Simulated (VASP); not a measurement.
# Ca (Fm-3m) in VASP: further runs, part 2 of 2

VASP 6.6.1.

### 3 Relaxation of volume and atoms at fixed shape, PBEsol

This run uses another cell than the first one, of 43.63 Å³/atom.

Contents of INCAR:

```
PREC = Accurate
ENCUT = 500
EDIFF = 1E-7
ISMEAR = -1
SIGMA = 0.1
LREAL = False
LASPH = True
NELM = 120
ALGO = Normal
ISIF = 8
LWAVE = False
LCHARG = False
GGA = PS
IBRION = 2
NSW = 80
EDIFFG = -0.02
GGA_COMPAT = False
NELMIN = 4
```

Contents of KPOINTS:

```
regular mesh
0
Gamma
  7 7 7
```

Contents of POSCAR:

```
Ca
1.0
    0.0000000000      2.7942000000      2.7942000000
    2.7942000000      0.0000000000      2.7942000000
    2.7942000000      2.7942000000      0.0000000000
Ca
1
Direct
    0.0000000000      0.0000000000      0.0000000000
```

Potentials or basis: VASP PAW PBE potentials, release 64 (Ca_sv).

Run with:

```bash
cat potpaw_PBE.64/Ca_sv/POTCAR > POTCAR
mpirun -np 1 vasp_std > vasp.out
```

OUTCAR:

```text
PREC = Accurate
   ENCUT = 500
   EDIFF = 1E-7
   ISMEAR = -1
   LREAL = False
   LASPH = True
   NELM = 120
   ISIF = 8
   GGA = PS
   IBRION = 2
   NSW = 80
   EDIFFG = -0.02
   NELMIN = 4

 ion  position               nearest neighbor table
   1  0.000  0.000  0.000-

  LATTYP: Found a face centered cubic cell.
 ALAT       =     5.5884000000

  Lattice vectors:

 A1 = (   0.0000000000,   2.7942000000,   2.7942000000)
 A2 = (   2.7942000000,   0.0000000000,   2.7942000000)
 A3 = (   2.7942000000,   2.7942000000,   0.0000000000)

Analysis of symmetry for initial positions (statically):
=====================================================================
 Subroutine PRICEL returns:
 Original cell was already a primitive cell.

 Routine SETGRP: Setting up the symmetry group for a
 face centered cubic supercell.

 Subroutine GETGRP returns: Found 48 space group operations
 (whereof 48 operations were pure point group operations)
 out of a pool of 48 trial point group operations.

The static configuration has the point symmetry O_h .

Analysis of symmetry for dynamics (positions and initial velocities):
=====================================================================
 Subroutine PRICEL returns:
 Original cell was already a primitive cell.

 Routine SETGRP: Setting up the symmetry group for a
 face centered cubic supercell.

 Subroutine GETGRP returns: Found 48 space group operations
 (whereof 48 operations were pure point group operations)
 out of a pool of 48 trial point group operations.

The dynamic configuration has the point symmetry O_h .

 Subroutine INISYM returns: Found 48 space group operations
 (whereof 48 operations are pure point group operations),
 and found     1 'primitive' translations

----------------------------------------------------------------------------------------

[... 94 lines left out ...]
   TEBEG  =    0.0;   TEEND  =   0.0 temperature during run
   PSTRESS=    0.0 pullay stress
   NELECT =      10.0000    total number of electrons
   NUPDOWN=      -1.0000    fix difference up-down
   EMIN   =  10.00;   EMAX   =-10.00  energy-range for DOS
   EFERMI =   0.00;   METHOD = LEGACY
   ISMEAR =    -1;   SIGMA  =   0.10  broadening in eV -4-tet -1-fermi 0-gaus
   EFERMI_NEDOS =   21; number of points for ismear=-14 and -15
   IALGO  =     38    algorithm
   IMIX   =      4    mixing-type and parameters
     AMIX     =   0.40;   BMIX     =  1.00
     AMIX_MAG =   1.60;   BMIX_MAG =  1.00
  volume/ion in A,a.u.               =      43.63       294.44
  Fermi-wavevector in a.u.,A,eV,Ry     =   1.001861  1.893242 13.656506  1.003725
  Thomas-Fermi vector in A             =   2.134310
   LORBIT       =      0    0 simple, 1 ext, 2 COOP (PROOUT), +10 PAW based schemes
   GGA     = PS    functional components
   LHFCALC =     F    Hartree Fock is set to
   AEXX    =    0.0000 exact exchange contribution
   IVDW    =     0    specifies the selected vdW correction
   LEPSILON=     F    determine dielectric tensor
   LRPA    =     F    only Hartree local field effects (RPA)
 conjugate gradient relaxation of ions
 non-spin polarized calculation
  energy-cutoff  :      500.00
  volume of cell :       43.63
 maximum number of plane-waves:      1117
 NGX is ok and might be reduce to    30
   NGX = 15   NGY = 15   NGZ = 15

--------------------------------------- Ionic step        1  -------------------------------------------

 number of electron      10.0000000 magnetization

 number of electron       9.9999997 magnetization

 Free energy of the ion-electron system (eV)
  ---------------------------------------------------
  ext. energy  EPLUGINS =         0.00000000
  ---------------------------------------------------
  free energy    TOTEN  =        -2.14814799 eV

  energy without entropy =       -2.10901290  energy(sigma->0) =       -2.12858044

------------------------ aborting loop because EDIFF is reached ----------------------------------------

  FORCE on cell =-STRESS in cart. coord.  units (eV):
  Direction    XX          YY          ZZ          XY          YZ          ZX
  --------------------------------------------------------------------------------------
  -------------------------------------------------------------------------------------
  Total       -0.3115542     -0.3115542     -0.3115542      0.0000000      0.0000000     -0.0000000
  in kB      -11.4404137    -11.4404137    -11.4404137      0.0000000      0.0000000     -0.0000000
  external PRESSURE =     -11.4404137 kB  Pullay stress =       0.0000000 kB
[... 57 lines left out ...]
--------------------------------------- Ionic step        3  -------------------------------------------

 number of electron      10.0000002 magnetization

 Free energy of the ion-electron system (eV)
  ---------------------------------------------------
  ext. energy  EPLUGINS =         0.00000000
  ---------------------------------------------------
  free energy    TOTEN  =        -2.15932293 eV

  energy without entropy =       -2.12041498  energy(sigma->0) =       -2.13986895

 E-fermi :   2.0403     XC(G=0):  -7.9241

 val. band max:        1.9992013877   @ k =  -0.4286   0.1429   0.0000
 cond. band min:       2.1172769566   @ k =  -0.2857   0.4286   0.1429
 fundamental gap:      0.1180755689
 Fermi energy:         2.0402563485

 k-point     1 :       0.0000    0.0000    0.0000
  band No.  band energies     occupation
      1     -39.7252      2.00000
      2     -20.7124      2.00000
      3     -20.7124      2.00000
      4     -20.7124      2.00000
      5      -2.0659      2.00000
      6       4.4057      0.00000
      7       4.4057      0.00000
      8       4.4057      0.00000
      9       5.5316      0.00000
[... 254 lines left out ...]
  FREE ENERGIE OF THE ION-ELECTRON SYSTEM (eV)
  ---------------------------------------------------
  free  energy   TOTEN  =        -2.1593229280 eV

  energy  without entropy=       -2.1204149797  energy(sigma->0) =       -2.13986895

 reached required accuracy - stopping structural energy minimisation
```

OSZICAR:

```text
N       E                     dE             d eps       ncg     rms          rms(c)
DAV:   1     0.580766271164E+02    0.58077E+02   -0.49518E+03   360   0.975E+02
DAV:   2    -0.692404003537E+00   -0.58769E+02   -0.58433E+02   376   0.225E+02
DAV:   3    -0.212124451574E+01   -0.14288E+01   -0.14185E+01   545   0.347E+01
[... 29 lines left out ...]
DAV:   6    -0.215932747243E+01   -0.84566E-04   -0.17302E-04   598   0.101E-01    0.105E-02
DAV:   7    -0.215932142448E+01    0.60479E-05   -0.12768E-05   412   0.391E-02    0.105E-02
DAV:   8    -0.215932309870E+01   -0.16742E-05   -0.16172E-05   559   0.316E-02    0.138E-03
DAV:   9    -0.215932291138E+01    0.18732E-06   -0.63935E-08   279   0.315E-03    0.934E-05
DAV:  10    -0.215932292795E+01   -0.16573E-07   -0.90678E-09   185   0.916E-04
   3 F= -.21593229E+01 E0= -.21398690E+01  d E =-.111749E-01
```

It used 47 s of CPU time on 1 thread of Intel Xeon 8259CL (shared host).

What came out:

| Quantity | Value |
| --- | --- |
| Free energy | -2.1593 eV |
| Relaxed volume | 40.72 Å³/atom |
| Relaxed cell | a = 3.862 Å, b = 3.862 Å, c = 3.862 Å, α = 60.00°, β = 60.00°, γ = 60.00° |
| Space group after relaxing (to 0.1 Å) | Fm-3m (No. 225) |
| Energy gained by relaxing | 11.2 meV/atom |
| Ionic steps | 3 |
| Pressure after relaxing | 0.0 GPa |
| Band gap on the k mesh | zero (bands 5 and 6 overlap by 0.12 eV) |

The path:
| step | energy change (eV) | largest force (eV/Å) | pressure (GPa) | volume (Å³) |
| --- | --- | --- | --- | --- |
| 1 | 0.0000 | 0.0000 | -1.14 | 43.63 |
| 2 | -0.0097 | 0.0000 | -0.44 | 41.69 |
| 3 | -0.0112 | 0.0000 | -0.03 | 40.72 |

Final structure:
```yaml
crystal:
  lattice:
    - [0.00000, 2.73064, 2.73064]
    - [2.73064, 0.00000, 2.73064]
    - [2.73064, 2.73064, 0.00000]
  atoms:
    - { symbol: Ca, position: [0.00000, 0.00000, 0.00000] }
```

Caveat: the PAW data sets were made with another functional, which shifts forces and pressure a little.

The gap in the log of VASP goes by the Fermi energy; the results here count the filled bands.